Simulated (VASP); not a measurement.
# CdSe (F-43m) in VASP: a series of runs

CdSe is run at these levels: PBE-based screened hybrid; tasks: single point.

Program: VASP 6.6.1. These are calculated values, not measurements. Logs are shortened: lines on timing, memory, paths and dates and some standing lists are left out, and cuts for length are marked.

## Step 1: The cell of the first run

The structure is cubic, space group F-43m (No. 216). Conventional cell: a = 6.141 Å, b = 6.141 Å, c = 6.141 Å, α = 90.00°, β = 90.00°, γ = 90.00°. Within 3.5 Å of Cd (site symmetry -43m) lie 4 Se at 2.66 Å. Se (site symmetry -43m) has 4 Cd at 2.66 Å within 3.5 Å.

## Step 2: Single point, PBE-based screened hybrid

POSCAR

```
CdSe
1.0
    0.0000000000      3.0702710000      3.0702710000
    3.0702710000      0.0000000000      3.0702710000
    3.0702710000      3.0702710000      0.0000000000
Cd Se
1 1
Direct
    0.0000000000      0.0000000000      0.0000000000
    0.7500000000      0.7500000000      0.7500000000
```

INCAR.step1

```
SYSTEM = CdSe
PREC = Accurate
ENCUT = 400
EDIFF = 1E-5
ISMEAR = 0
SIGMA = 0.01
LREAL = .FALSE.
LASPH = .TRUE.
NELM = 120
ALGO = Normal
ISIF = 2
LWAVE = .TRUE.
GGA = PE
NBANDS = 16
GGA_COMPAT = .FALSE.
```

INCAR.step2

```
SYSTEM = CdSe
PREC = Accurate
ENCUT = 400
EDIFF = 1E-6
ISMEAR = 0
SIGMA = 0.01
LREAL = .FALSE.
LASPH = .TRUE.
NELM = 120
ALGO = Normal
ISIF = 2
LWAVE = .FALSE.
LCHARG = .TRUE.
GGA = PE
LHFCALC = .TRUE.
AEXX = 0.05
HFSCREEN = 0.20786987370883472
PRECFOCK = Normal
LELF = .TRUE.
LVHAR = .TRUE.
ISTART = 1
NBANDS = 16
GGA_COMPAT = .FALSE.
```

KPOINTS

```
Automatic mesh
0
G
  3 3 3
  0 0 0
```

Potentials or basis: VASP PAW PBE potentials, release 64 (Cd, Se).

The run is started by

```console
> cat potpaw_PBE.64/Cd/POTCAR potpaw_PBE.64/Se/POTCAR > POTCAR
> cp INCAR.step1 INCAR
> mpirun -np 1 vasp_std > vasp.out
> cp INCAR.step2 INCAR
> mpirun -np 1 vasp_std > vasp.out
```

OUTCAR:

```text
SYSTEM = CdSe
   PREC = Accurate
   ENCUT = 400
   EDIFF = 1E-6
   ISMEAR = 0
   LREAL = .FALSE.
   LASPH = .TRUE.
   NELM = 120
   ISIF = 2
   GGA = PE
   LHFCALC = .TRUE.
   AEXX = 0.05
   HFSCREEN = 0.20786987370883472
   PRECFOCK = Normal
   ISTART = 1

 ion  position               nearest neighbor table
   1  0.000  0.000  0.000-   2 2.66   2 2.66   2 2.66   2 2.66
   2  0.750  0.750  0.750-   1 2.66   1 2.66   1 2.66   1 2.66

  LATTYP: Found a face centered cubic cell.
 ALAT       =     6.1405420000

  Lattice vectors:

 A1 = (   0.0000000000,   3.0702710000,   3.0702710000)
 A2 = (   3.0702710000,   0.0000000000,   3.0702710000)
 A3 = (   3.0702710000,   3.0702710000,   0.0000000000)

Analysis of symmetry for initial positions (statically):
=====================================================================
 Subroutine PRICEL returns:
 Original cell was already a primitive cell.

 Routine SETGRP: Setting up the symmetry group for a
 face centered cubic supercell.

 Subroutine GETGRP returns: Found 24 space group operations
 (whereof 24 operations were pure point group operations)
 out of a pool of 48 trial point group operations.

The static configuration has the point symmetry T_d .

Analysis of symmetry for dynamics (positions and initial velocities):
=====================================================================
 Subroutine PRICEL returns:
 Original cell was already a primitive cell.

 Routine SETGRP: Setting up the symmetry group for a
 face centered cubic supercell.

 Subroutine GETGRP returns: Found 24 space group operations
 (whereof 24 operations were pure point group operations)
 out of a pool of 48 trial point group operations.

The dynamic configuration has the point symmetry T_d .

 Subroutine INISYM returns: Found 24 space group operations
 (whereof 24 operations are pure point group operations),
 and found     1 'primitive' translations

----------------------------------------------------------------------------------------

                                     Primitive cell

  volume of cell :      57.8842

  direct lattice vectors                    reciprocal lattice vectors
     0.000000000  3.070271000  3.070271000    -0.162852074  0.162852074  0.162852074
     3.070271000  0.000000000  3.070271000     0.162852074 -0.162852074  0.162852074
     3.070271000  3.070271000  0.000000000     0.162852074  0.162852074 -0.162852074

  length of vectors
     4.342018888  4.342018888  4.342018888     0.282068066  0.282068066  0.282068066

  position of ions in fractional coordinates (direct lattice)
     0.000000000  0.000000000  0.000000000
     0.750000000  0.750000000  0.750000000

  ion indices of the primitive-cell ions
   primitive index   ion index
                 1           1
                 2           2

----------------------------------------------------------------------------------------

 KPOINTS: Automatic mesh

Automatic generation of k-mesh.
 Grid dimensions read from file:
 generate k-points for:    3    3    3

 Generating k-lattice:

  Cartesian coordinates                     Fractional coordinates (reciprocal lattice)
    -0.054284025  0.054284025  0.054284025     0.333333333  0.000000000  0.000000000
     0.054284025 -0.054284025  0.054284025     0.000000000  0.333333333  0.000000000
     0.054284025  0.054284025 -0.054284025     0.000000000  0.000000000  0.333333333

  Length of vectors
     0.094022689  0.094022689  0.094022689

  Shift w.r.t. Gamma in fractional coordinates (k-lattice)
     0.000000000  0.000000000  0.000000000

 Subroutine IBZKPT returns following result:
 ===========================================

 Found      4 irreducible k-points:

 Following reciprocal coordinates:
            Coordinates               Weight
  0.000000  0.000000  0.000000      1.000000
  0.333333  0.000000  0.000000      8.000000
  0.333333  0.333333  0.000000      6.000000
 -0.333333  0.333333  0.000000     12.000000
   k-points           NKPTS =      4   k-points in BZ     NKDIM =     27   number of bands    NBANDS=     16
   number of dos      NEDOS =    301   number of ions     NIONS =      2
   total plane-waves  NPLWV =  21952
   dimension x,y,z NGX =    28 NGY =   28 NGZ =   28
   dimension x,y,z NGXF=    56 NGYF=   56 NGZF=   56
   ions per type =               1   1
   NGX,Y,Z   is equivalent  to a cutoff of  10.72, 10.72, 10.72 a.u.
   NGXF,Y,Z  is equivalent  to a cutoff of  21.44, 21.44, 21.44 a.u.
 SYSTEM =  CdSe
   PREC   = accura    normal or accurate (medium, high low for compatibility)
   ISTART =      1    job   : 0-new  1-cont  2-samecut
   ICHARG =      0    charge: 1-file 2-atom 10-const
   ISPIN  =      1    spin polarized calculation?
   LNONCOLLINEAR =      F non collinear calculations
   LSORBIT =      F    spin-orbit coupling
   LASPH  =      T    aspherical Exc in radial PAW
   ENCUT  =  400.0 eV  29.40 Ry    5.42 a.u.   7.08  7.08  7.08*2*pi/ulx,y,z
   NELM   =    120;   NELMIN=  2; NELMDL=  0     # of ELM steps
   EDIFF  = 0.1E-05   stopping-criterion for ELM
   LREAL  =      F    real-space projection
   EDIFFG = 0.1E-04   stopping-criterion for IOM
   NSW    =      0    number of steps for IOM
   IBRION =     -1    ionic relax: 0-MD 1-quasi-New 2-CG
   NFREE  =      0    steps in history (QN), initial steepest desc. (CG)
   ISIF   =      2    stress and relaxation
   ISYM   =      3    0-nonsym 1-usesym 2-fastsym
   POTIM  = 0.5000    time-step for ionic-motion
   TEBEG  =    0.0;   TEEND  =   0.0 temperature during run
   PSTRESS=    0.0 pullay stress
   NELECT =      18.0000    total number of electrons
   NUPDOWN=      -1.0000    fix difference up-down
   EMIN   =  10.00;   EMAX   =-10.00  energy-range for DOS
   EFERMI =   0.00;   METHOD = LEGACY
   ISMEAR =     0;   SIGMA  =   0.01  broadening in eV -4-tet -1-fermi 0-gaus
   EFERMI_NEDOS =   21; number of points for ismear=-14 and -15
   IALGO  =     38    algorithm
   IMIX   =      1    mixing-type and parameters
     AMIX     =   0.40;   BMIX     =  1.00
     AMIX_MAG =   1.60;   BMIX_MAG =  1.00
  volume/ion in A,a.u.               =      28.94       195.31
  Fermi-wavevector in a.u.,A,eV,Ry     =   1.109121  2.095935 16.737201  1.230150
  Thomas-Fermi vector in A             =   2.245657
   LORBIT       =      0    0 simple, 1 ext, 2 COOP (PROOUT), +10 PAW based schemes
   GGA     = PE    functional components
   LHFCALC =     T    Hartree Fock is set to
   PRECFOCK=normal    Normal, Fast or Accurate (Low or Medium for compatibility)
   ENCUT4O =  -1.0   cutoff for four orbital integrals eV
   NKREDX  =     1    reduce k-point grid by
   NKREDY  =     1    reduce k-point grid by
   NKREDZ  =     1    reduce k-point grid by
   AEXX    =    0.0500 exact exchange contribution
   HFSCREEN=    0.2079 screening length (either q_TF or 0.3 A-1)
   HFSCREENC=   0.2079 screening length for correlation (either q_TF or 0.3 A-1)
   ENCUTFOCK=  -1.0 apply spherical cutoff to Coloumb kernel
   IVDW    =     0    specifies the selected vdW correction
   LEPSILON=     F    determine dielectric tensor
   LRPA    =     F    only Hartree local field effects (RPA)
 non-spin polarized calculation
 Gauss-broadening in eV      SIGMA  =   0.01
  energy-cutoff  :      400.00
  volume of cell :       57.88
 maximum number of plane-waves:      1067
  NGX = 24; NGY = 24; NGZ = 24

 number of electron      17.9999991 magnetization

 Free energy of the ion-electron system (eV)
  ---------------------------------------------------
  ext. energy  EPLUGINS =         0.00000000
  ---------------------------------------------------
  free energy    TOTEN  =        -5.55349852 eV

  energy without entropy =       -5.55349852  energy(sigma->0) =       -5.55349852

 E-fermi :   0.7300     XC(G=0):  -8.4240

 val. band max:        0.6849661046   @ k =   0.0000   0.0000   0.0000
 cond. band min:       1.3823741533   @ k =   0.0000   0.0000   0.0000
 fundamental gap:      0.6974080487
 Fermi energy:         0.7300264775

 k-point     1 :       0.0000    0.0000    0.0000
  band No.  band energies     occupation
      1     -11.9499      2.00000
      2      -7.4835      2.00000
      3      -7.4835      2.00000
      4      -7.4835      2.00000
      5      -7.1461      2.00000
      6      -7.1461      2.00000
      7       0.6850      2.00000
      8       0.6850      2.00000
      9       0.6850      2.00000
     10       1.3824      0.00000
     11       6.7651      0.00000
     12       6.7651      0.00000
     13       6.7651      0.00000
     14      10.5653      0.00000
     15      11.9002      0.00000
     16      11.9002      0.00000

 k-point     2 :       0.3333    0.0000    0.0000
  band No.  band energies     occupation
      1     -11.6829      2.00000
      2      -7.4133      2.00000
      3      -7.4133      2.00000
      4      -7.1372      2.00000
      5      -7.1372      2.00000
      6      -7.1084      2.00000
      7      -2.7907      2.00000
      8       0.1235      2.00000
      9       0.1235      2.00000
     10       3.2039      0.00000
     11       7.3273      0.00000
     12       7.3273      0.00000
     13       7.3838      0.00000
     14      10.6707      0.00000
     15      11.3702      0.00000
     16      11.3702      0.00000

 k-point     3 :       0.3333    0.3333    0.0000
  band No.  band energies     occupation
      1     -11.5973      2.00000
      2      -7.3125      2.00000
      3      -7.3125      2.00000
      4      -7.2893      2.00000
      5      -7.1061      2.00000
      6      -7.0320      2.00000
      7      -2.6094      2.00000
      8      -0.7284      2.00000
      9      -0.7284      2.00000
     10       4.3300      0.00000
     11       4.6741      0.00000
     12       8.8073      0.00000
     13       9.4488      0.00000
     14       9.4488      0.00000
     15      12.7760      0.00000
     16      14.8859      0.00000

 k-point     4 :      -0.3333    0.3333    0.0000
  band No.  band energies     occupation
      1     -11.5103      2.00000
      2      -7.3493      2.00000
      3      -7.3103      2.00000
      4      -7.1792      2.00000
      5      -7.1334      2.00000
      6      -6.7285      2.00000
      7      -3.2388      2.00000
      8      -1.8070      2.00000
      9      -0.5621      2.00000
     10       4.6813      0.00000
     11       6.4108      0.00000
     12       8.4282      0.00000
     13       8.8262      0.00000
     14       9.7450      0.00000
     15      11.6169      0.00000
     16      14.8690      0.00000

------------------------ aborting loop because EDIFF is reached ----------------------------------------

  FORCE on cell =-STRESS in cart. coord.  units (eV):
  Direction    XX          YY          ZZ          XY          YZ          ZX
  --------------------------------------------------------------------------------------
  -------------------------------------------------------------------------------------
  Total        0.5917660      0.5917660      0.5917660     -0.0000000      0.0000000      0.0000000
  in kB       16.3794926     16.3794926     16.3794926     -0.0000000      0.0000000      0.0000000
  external PRESSURE =      16.3794926 kB  Pullay stress =       0.0000000 kB

 VOLUME and BASIS-vectors are now :
 -----------------------------------------------------------------------------
  energy-cutoff  :      400.00
  volume of cell :       57.88
      direct lattice vectors                 reciprocal lattice vectors
     0.000000000  3.070271000  3.070271000    -0.162852074  0.162852074  0.162852074
     3.070271000  0.000000000  3.070271000     0.162852074 -0.162852074  0.162852074
     3.070271000  3.070271000  0.000000000     0.162852074  0.162852074 -0.162852074

 POSITION                                       TOTAL-FORCE (eV/Angst)
 -----------------------------------------------------------------------------------
      0.00000      0.00000      0.00000        -0.000000     -0.000000     -0.000000
      4.60541      4.60541      4.60541         0.000000      0.000000      0.000000
 -----------------------------------------------------------------------------------
    total drift:                               -0.000117     -0.000103     -0.000077

  FREE ENERGIE OF THE ION-ELECTRON SYSTEM (eV)
  ---------------------------------------------------
  free  energy   TOTEN  =        -5.5534985225 eV

  energy  without entropy=       -5.5534985225  energy(sigma->0) =       -5.55349852
```

It took 35 s on 1 thread of Intel Xeon 6975P-C (Granite Rapids), shared host; peak memory 0.26 GiB.

What came out:

```yaml
Free_energy: -5.5535 eV
Pressure: 1.6 GPa
Band_gap_on_the_k_mesh: 0.70 eV, direct
```

Levels at points of the mesh, in eV from the valence-band top:
| k point | band 5 | band 6 | band 7 | band 8 | band 9 | band 10 | band 11 | band 12 | band 13 | band 14 |
| --- | --- | --- | --- | --- | --- | --- | --- | --- | --- | --- |
| (0.00, 0.00, 0.00) | -7.83 | -7.83 | 0.00 | 0.00 | 0.00 | 0.70 | 6.08 | 6.08 | 6.08 | 9.88 |

Caveat: the k points lie up to 0.59 Å⁻¹ apart; the PAW data sets were made with another functional, which shifts forces and pressure a little.

## Step 3: Single point, PBE-based screened hybrid

POSCAR is that of step 2.

INCAR.step1

```
PREC = Accurate
ENCUT = 400
EDIFF = 1E-5
ISMEAR = 0
SIGMA = 0.01
LREAL = False
LASPH = True
NELM = 120
ALGO = Normal
ISIF = 2
LWAVE = True
LCHARG = False
NBANDS = 16
GGA = PE
GGA_COMPAT = False
```

INCAR.step2

```
PREC = Accurate
ENCUT = 400
EDIFF = 1E-6
ISMEAR = 0
SIGMA = 0.01
LREAL = False
LASPH = True
NELM = 120
ALGO = Normal
ISIF = 2
LWAVE = False
LCHARG = False
GGA = PE
LHFCALC = True
AEXX = 0.2
HFSCREEN = 0.20786987370883472
PRECFOCK = Normal
NBANDS = 16
ISTART = 1
GGA_COMPAT = False
```

KPOINTS

```
regular mesh
0
Gamma
  3 3 3
```

Potentials or basis: VASP PAW PBE potentials, release 64 (Cd, Se).

The run is started by

```console
> cat potpaw_PBE.64/Cd/POTCAR potpaw_PBE.64/Se/POTCAR > POTCAR
> cp INCAR.step1 INCAR
> mpirun -np 1 vasp_std > vasp.out
> cp INCAR.step2 INCAR
> mpirun -np 1 vasp_std > vasp.out
```

It took 46 s on 1 thread of Intel Xeon 6975P-C (Granite Rapids), shared host; peak memory 0.25 GiB.

It converged, with:

- Free energy: -6.3890 eV
- Pressure: 0.8 GPa
- Band gap on the k mesh: 1.31 eV, direct

Levels at points of the mesh, in eV from the valence-band top:
| k point | band 5 | band 6 | band 7 | band 8 | band 9 | band 10 | band 11 | band 12 | band 13 | band 14 |
| --- | --- | --- | --- | --- | --- | --- | --- | --- | --- | --- |
| (0.00, 0.00, 0.00) | -8.53 | -8.53 | 0.00 | 0.00 | 0.00 | 1.31 | 6.74 | 6.74 | 6.74 | 10.63 |

Caveat: the k points lie up to 0.59 Å⁻¹ apart; the PAW data sets were made with another functional, which shifts forces and pressure a little.

## Step 4: Single point, PBE-based screened hybrid

POSCAR is that of step 3.

INCAR.step1

```
SYSTEM = CdSe
ALGO = Normal
EDIFF = 1E-5
ENCUT = 400
GGA = PE
GGA_COMPAT = .FALSE.
ISIF = 2
ISMEAR = 0
LASPH = .TRUE.
LCHARG = .FALSE.
LREAL = .FALSE.
LWAVE = .TRUE.
NBANDS = 16
NELM = 120
PREC = Accurate
SIGMA = 0.01
```

INCAR.step2

```
SYSTEM = CdSe
AEXX = 0.35
ALGO = Normal
EDIFF = 1E-6
ENCUT = 400
GGA = PE
GGA_COMPAT = .FALSE.
HFSCREEN = 0.20786987370883472
ISIF = 2
ISMEAR = 0
ISTART = 1
LASPH = .TRUE.
LCHARG = .FALSE.
LHFCALC = .TRUE.
LREAL = .FALSE.
LWAVE = .FALSE.
NBANDS = 16
NELM = 120
PREC = Accurate
PRECFOCK = Normal
SIGMA = 0.01
```

KPOINTS

```
k-points
0
G
  3 3 3
  0 0 0
```

The run is started by

```console
> cat potpaw_PBE.64/Cd/POTCAR potpaw_PBE.64/Se/POTCAR > POTCAR
> cp INCAR.step1 INCAR
> mpirun -np 1 vasp_std > vasp.out
> cp INCAR.step2 INCAR
> mpirun -np 1 vasp_std > vasp.out
```

Wall time 48 s (1 thread of Intel Xeon 6975P-C (Granite Rapids), shared host); peak memory 0.26 GiB.

It converged, with:

```yaml
Free_energy: -7.2770 eV
Pressure: 0.0 GPa
Band_gap_on_the_k_mesh: 1.96 eV, direct
```

Levels at points of the mesh, in eV from the valence-band top:
| k point | band 7 | band 8 | band 9 | band 10 | band 11 | band 12 |
| --- | --- | --- | --- | --- | --- | --- |
| (0.00, 0.00, 0.00) | 0.00 | 0.00 | 0.00 | 1.96 | 7.41 | 7.41 |

Caveat: the k points lie up to 0.59 Å⁻¹ apart; the PAW data sets were made with another functional, which shifts forces and pressure a little.

## Step 5: Summary

| share of exact exchange | gap on the mesh (eV) | pressure (GPa) |
| --- | --- | --- |
| 0.05 | 0.70 | 1.6 |
| 0.2 | 1.31 | 0.8 |
| 0.35 | 1.96 | 0.0 |

Alike in all rows: task single point; level PBE-based screened hybrid; potentials or basis VASP PAW PBE potentials, release 64 (Cd, Se); no spin polarisation; cell as given; k mesh 3 × 3 × 3; cutoff (eV) 400; smearing gaussian 0.01 eV.

Caveats: all runs use coarse meshes; the PAW data sets were made with another functional, which shifts forces and pressure a little.

Absolute energies hang on the potentials; compare differences alone.
